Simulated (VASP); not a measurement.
Here is a VASP 6.6.1 calculation.

The input INCAR:

```
ALGO = Normal ; EDIFF = 1E-7
EDIFFG = -0.01 ; ENCUT = 600
GGA = PE ; IBRION = 2
ISIF = 3 ; ISMEAR = -1
ISYM = 0 ; LASPH = True
LCHARG = False ; LREAL = False
LWAVE = False ; NELM = 60
NSW = 80 ; PREC = Accurate
SIGMA = 0.1
```

File KPOINTS:

```
k-points
0
Gamma
  13 13 9
```

The input POSCAR:

```
Al
1.0
   -2.5179409410      2.5179409410      1.3747957538
    2.5179409410     -2.5179409410      1.3747957538
    2.5179409410      2.5179409410     -1.3747957538
Al
2
Direct
    0.0000000000      0.0000000000      0.0000000000
    0.7500000000      0.2500000000      0.5000000000
```

Potentials or basis: VASP PAW PBE potentials, release 64 (Al).

Run with:

```console
$ cat potpaw_PBE.64/Al/POTCAR > POTCAR
$ mpirun -np 1 vasp_std > vasp.out
```

**Question.** Predict the band gap on the k mesh.

**Answer.** Zero (bands 3 and 4 overlap by 8.36 eV).

**Question.** What does it give for the space group after relaxing (to 0.1 Å)?

**Answer.** Cmcm (No. 63).

The path:
| step | energy change (eV) | largest force (eV/Å) | pressure (GPa) | volume (Å³) |
| --- | --- | --- | --- | --- |
| 1 | 0.0000 | 0.0057 | 7.50 | 34.86 |
| 3 | -0.0954 | 0.0250 | -0.38 | 38.61 |
| 5 | -0.1001 | 0.0536 | 0.14 | 38.26 |
| 7 | -0.1091 | 0.1084 | -0.25 | 38.46 |
| 9 | -0.2080 | 0.1554 | -1.99 | 38.99 |
| 11 | -0.2472 | 0.0354 | -2.38 | 39.02 |
| 13 | -0.2491 | 0.0628 | -2.37 | 38.99 |
| 15 | -0.2515 | 0.1061 | -2.25 | 38.88 |
| 17 | -0.2611 | 0.1069 | -1.48 | 38.32 |
| 19 | -0.2722 | 0.0956 | 2.26 | 36.14 |
| 21 | -0.2803 | 0.0956 | 1.23 | 36.65 |
| 23 | -0.3505 | 0.0914 | 2.06 | 35.79 |
| 25 | -0.3891 | 0.6332 | 3.70 | 34.41 |
| 27 | -0.4278 | 0.6677 | 2.45 | 34.59 |
| 29 | -0.4291 | 0.6795 | 2.36 | 34.61 |
| 31 | -0.4719 | 0.2938 | 0.27 | 35.38 |
| 33 | -0.4831 | 0.0123 | -1.31 | 36.13 |
| 35 | -0.4861 | 0.0179 | -0.82 | 35.86 |
| 37 | -0.4901 | 0.1046 | 0.45 | 35.19 |
| 39 | -0.4931 | 0.0315 | 0.04 | 35.34 |
| 41 | -0.4932 | 0.0149 | 0.00 | 35.36 |
| 42 | -0.4932 | 0.0016 | -0.04 | 35.38 |

Caveat: a cell axis changed by over 15 % at a fixed basis, so the end point is rough.
